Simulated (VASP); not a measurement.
Si4Sn:

```
CELL_PARAMETERS angstrom
3.41303 -4.09306 0.00000
3.41303 4.09306 0.00000
0.00000 0.00000 3.11006
ATOMIC_POSITIONS crystal
Si 0.73274 0.26726 0.50000
Si 0.28356 0.28356 0.00000
Si 0.71644 0.71644 0.00000
Si 0.26726 0.73274 0.50000
Sn 0.50000 0.50000 0.50000
```

- Program: VASP 6.6.1
- Task: relaxation of cell and atoms
- Functional: PBE
- Potentials or basis: VASP PAW PBE potentials, release 64 (Si, Sn_d)
- Cutoff: 600 eV
- k mesh: 4 × 4 × 6
- Occupations: gaussian, width 0.1 eV
- Spin: no spin polarisation

At the start: pressure 86.1 GPa; volume 17.38 Å³/atom.

Task: How do energy, volume and symmetry change on relaxing?

Result: Over 24 steps the energy falls by 3818.7 meV/atom and the volume is 20.71 Å³/atom (+19.1 %); space group Cmmm (No. 65, to 0.05 Å).

Step by step:
| step | energy change (eV) | largest force (eV/Å) | pressure (GPa) | volume (Å³) |
| --- | --- | --- | --- | --- |
| 1 | 0.0000 | 19.4913 | 86.13 | 86.89 |
| 2 | -10.8082 | 1.8146 | -7.47 | 260.50 |
| 3 | -11.3797 | 1.7249 | -7.97 | 240.77 |
| 4 | -11.9342 | 1.6091 | -8.45 | 223.51 |
| 5 | -15.0640 | 1.7504 | -7.75 | 145.11 |
| 6 | -14.9878 | 4.1671 | 3.51 | 113.66 |
| 7 | -15.4085 | 2.5397 | -5.16 | 131.19 |
| 8 | -15.4117 | 3.0429 | -3.08 | 125.06 |
| 9 | -15.4201 | 2.9440 | -3.52 | 126.18 |
| 10 | -16.6259 | 2.2423 | -5.22 | 119.40 |
| 11 | -18.5134 | 2.3959 | -1.51 | 102.68 |
| 12 | -18.1243 | 1.5333 | 8.83 | 94.71 |
| 13 | -18.5465 | 2.3209 | 0.43 | 100.52 |
| 14 | -18.5043 | 2.6409 | 8.89 | 96.93 |
| 15 | -18.8779 | 0.8155 | 3.19 | 98.70 |
| 16 | -19.0433 | 0.4190 | -1.32 | 105.29 |
| 17 | -19.0448 | 0.4050 | -0.97 | 104.67 |
| 18 | -19.0651 | 0.2299 | 0.27 | 103.23 |
| 19 | -19.0657 | 0.2556 | 0.55 | 102.95 |
| 20 | -19.0802 | 0.1800 | 0.24 | 103.43 |
| 21 | -19.0896 | 0.0436 | -0.19 | 104.18 |
| 22 | -19.0930 | 0.0432 | -0.07 | 103.71 |
| 23 | -19.0932 | 0.0460 | -0.02 | 103.59 |
| 24 | -19.0935 | 0.0226 | -0.04 | 103.53 |

Final structure:
```
Si Sn
1.0
     3.85628   -4.08241    0.00000
     3.85628    4.08241    0.00000
     0.00000    0.00000    3.28810
Si Sn
4 1
Cartesian
  3.8563 -2.8151 1.6440
  1.4524 0.0000 0.0000
  6.2602 0.0000 3.2881
  3.8563 2.8151 1.6440
  3.8563 0.0000 1.6440
```

Caveat: the volume moved by over 15 % at a fixed basis, so the end points are rough.
